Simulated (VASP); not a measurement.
The system is Ni.

```
CELL_PARAMETERS angstrom
0.00000 1.73757 1.75495
1.73757 0.00000 1.75495
1.73757 1.73757 0.00000
ATOMIC_POSITIONS crystal
Ni 0.00000 0.00000 0.00000
```

Base run:

| Property | Result |
| --- | --- |
| Program | VASP 6.6.1 |
| Functional | PBEsol |
| Potentials or basis | VASP PAW PBE potentials, release 64 (Ni) |
| Cutoff | 520 eV |
| k mesh | 11 × 11 × 11 |
| Occupations | fermi-dirac, width 0.05 eV |
| Spin | collinear spin, ferromagnetic start |
| Starting moments | [1.0] μB |

Its results: pressure -4.8 GPa; net moment 0.57 μB per cell; site moments Ni +0.58 μB.

Question: The run is repeated on the same cell with these changes: functional from PBEsol to PBE; further incar settings from ALGO = Fast; EDIFF = 1e-07; NBANDS = 15 to ALGO = Normal; EDIFF = 1e-07; NBANDS = 15. What comes out?

Answer: Pressure 5.3 GPa; net moment 0.57 μB per cell; site moments Ni +0.58 μB.

Caveats: the PAW data sets were made with another functional, which shifts forces and pressure a little (some runs).
